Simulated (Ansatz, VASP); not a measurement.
## One calculation of Cd, two programs

Contents of INCAR:

```
SYSTEM = Cd
ALGO = Normal
EDIFF = 1E-6
ENCUT = 630
GGA = CA
GGA_COMPAT = .FALSE.
ISIF = 2
ISMEAR = 0
LASPH = .TRUE.
LCHARG = .FALSE.
LREAL = .FALSE.
LWAVE = .FALSE.
NBANDS = 27
NELM = 120
PREC = Accurate
SIGMA = 0.03
```

Contents of KPOINTS:

```
k-points
0
G
  13 13 6
  0 0 0
```

File POSCAR:

```
Cd
1.0
    2.8818641727      0.0000000000      0.0000000000
   -1.4409320863      2.4957675838      0.0000000000
    0.0000000000      0.0000000000      5.6383707528
Cd
2
Direct
    0.3333333333      0.6666666667      0.2500000000
    0.6666666667      0.3333333333      0.7500000000
```

Input for Ansatz:

```yaml
crystal:
  lattice:
    - [2.8818641727, 0.0, 0.0]
    - [-1.4409320863, 2.4957675838, 0.0]
    - [0.0, 0.0, 5.6383707528]
  atoms:
    - { symbol: Cd, position: [0.3333333333, 0.6666666667, 0.25] }
    - { symbol: Cd, position: [0.6666666667, 0.3333333333, 0.75] }
hamiltonian:
  xc: lda
  pseudopotentials:
    kind: paw
    azcp:
      Cd: "pseudopotentials/Cd.paw.azcp"
basis:
  ecutwfc: 420
  fft_grid_basis: typed
kpoints:
  mp_grid: { grid: [13, 13, 6], shift: [0, 0, 0] }
magnetization:
  spin_polarized: false
scf:
  occupations: { method: gaussian, width: 0.03 }
  lower_state_search: "off"
output:
  stress: true
```

Alike in both runs: task single point; functional LDA; k mesh 13 × 13 × 6; occupations gaussian, width 0.03 eV; no spin polarisation.

|  | VASP | Ansatz |
| --- | --- | --- |
| version | VASP 6.6.1 | Ansatz 0.2.0 |
| potentials or method | VASP PAW LDA potentials, release 64 (Cd_sv_GW), cutoff 630 eV | plane waves (420 eV) with PAW, scalar-relativistic |
| valence electrons in the cell | 40 | 40 |

|  | VASP | Ansatz | Ansatz less VASP |
| --- | --- | --- | --- |
| pressure (GPa) | 0.0 | 0.0 | +0.06 |
| traceless stress, the component that is largest in VASP (GPa) | -2.25 | -2.11 | +0.137 |

Ansatz warns that its potentials were made for another functional, while VASP's fit it. LDA's correlation is that of Perdew and Zunger in VASP and of Perdew and Wang (1992) in Ansatz.
